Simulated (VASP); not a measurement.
A run of VASP 6.6.1:

The input INCAR:

```
SYSTEM = CuO
  PREC = Accurate
  ENCUT = 520
  EDIFF = 1E-7
  ISMEAR = -1
  SIGMA = 0.05
  LREAL = .False.
  LASPH = .True.
  NELM = 150
  ALGO = Normal
  ISIF = 2
  LWAVE = .False.
  LCHARG = .True.
  LMAXMIX = 4
  LDAU = .True.
  LDAUTYPE = 2
  LDAUL = 2 -1
  LDAUU = 2 0
  LDAUJ = 0 0
  LDAUPRINT = 1
  GGA = PE
  LELF = .True.
  LVHAR = .True.
  NBANDS = 16
```

The input KPOINTS:

```
Automatic mesh
0
Gamma
  10 10 10
  0 0 0
```

Contents of POSCAR:

```
CuO
1.0
    2.6420238277      0.0000000000      0.0000000000
    0.0000000000      2.6420238277      0.0000000000
    0.0000000000      0.0000000000      2.6420238277
Cu O
1 1
Direct
    0.0000000000      0.0000000000      0.0000000000
    0.5000000000      0.5000000000      0.5000000000
```

Potentials or basis: VASP PAW PBE potentials, release 64 (Cu, O).

Run with:

```console
$ cat potpaw_PBE.64/Cu/POTCAR potpaw_PBE.64/O/POTCAR > POTCAR
$ mpirun -np 1 vasp_std > vasp.out
```

Hardware: 1 thread of Intel Xeon 8259CL, with other jobs on the host.

Estimate the wall time of this run.

It took 27 s on 1 thread of Intel Xeon 8259CL, with other jobs on the host, peak memory 0.13 GiB. Counts: scf iterations 14, k points 56.
